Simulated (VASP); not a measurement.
**Ti3C2: single point with PBEsol**

Ti3C2:

```xyz
10
Lattice="3.1638 0.0000 0.0000 -1.5819 2.7399 0.0000 0.0000 0.0000 14.6250" Properties=species:S:1:pos:R:3 pbc="T T T"
Ti    0.0000    1.8266   12.3609
Ti    1.5819    0.9133    5.0484
Ti    1.5819    0.9133    2.2641
Ti    0.0000    1.8266    9.5766
Ti    0.0000    0.0000    0.0000
Ti    0.0000    0.0000    7.3125
C     1.5819    0.9133   13.3730
C     0.0000    1.8266    6.0605
C     1.5819    0.9133    8.5645
C     0.0000    1.8266    1.2520
```

This cell differs from its parent crystal: biaxial strain in the a-b plane: +4.0 %.

* Program: VASP 6.6.1
* Task: single point
* Functional: PBEsol
* Potentials or basis: VASP PAW PBE potentials, release 64 (Ti_sv, C)
* Cutoff: 520 eV
* k mesh: 12 × 12 × 4
* Occupations: gaussian, width 0.1 eV
* Spin: no spin polarisation

* Pressure: -9.1 GPa
* Largest force: 0.184 eV/Å
* Band gap on the k mesh: zero (bands 44 and 45 overlap by 0.45 eV)

Forces in eV/Å, atoms in the order of the input:
```
Ti   0.000  0.000  0.157
Ti   0.000  0.000  0.157
Ti   0.000  0.000 -0.157
Ti   0.000  0.000 -0.157
Ti   0.000  0.000  0.000
Ti   0.000  0.000  0.000
C    0.000  0.000 -0.184
C    0.000  0.000 -0.184
C    0.000  0.000  0.184
C    0.000  0.000  0.184
```

Stress tensor (GPa, compression positive):
```
-15.29   0.00   0.00
  0.00 -15.29   0.00
  0.00   0.00   3.29
```

Levels at points of the mesh, in eV from the Fermi level:
```tsv
k point	band 41	band 42	band 43	band 44	band 45	band 46	band 47	band 48
(0.00, 0.00, 0.00)	-1.86	-1.46	0.16	0.16	0.34	0.34	0.66	1.00
(0.50, 0.00, 0.00)	-1.78	-1.49	-1.10	-1.07	0.21	0.49	1.90	2.05
(0.00, 0.00, 0.50)	-1.57	-1.57	0.23	0.23	0.23	0.23	0.83	0.83
(0.50, 0.00, 0.50)	-1.64	-1.64	-1.08	-1.08	0.35	0.35	2.06	2.06
```

Run time: 6.2 min on 1 thread of Intel(R) Xeon(R) Platinum 8488C (Sapphire Rapids) (shared host), peak memory 0.41 GiB.

Caveat: the cell differs from its parent crystal (biaxial strain in the a-b plane: +4.0 %); the stress differs along the axes, from -15 to 3 GPa; the PAW data sets were made with another functional, which shifts forces and pressure a little.
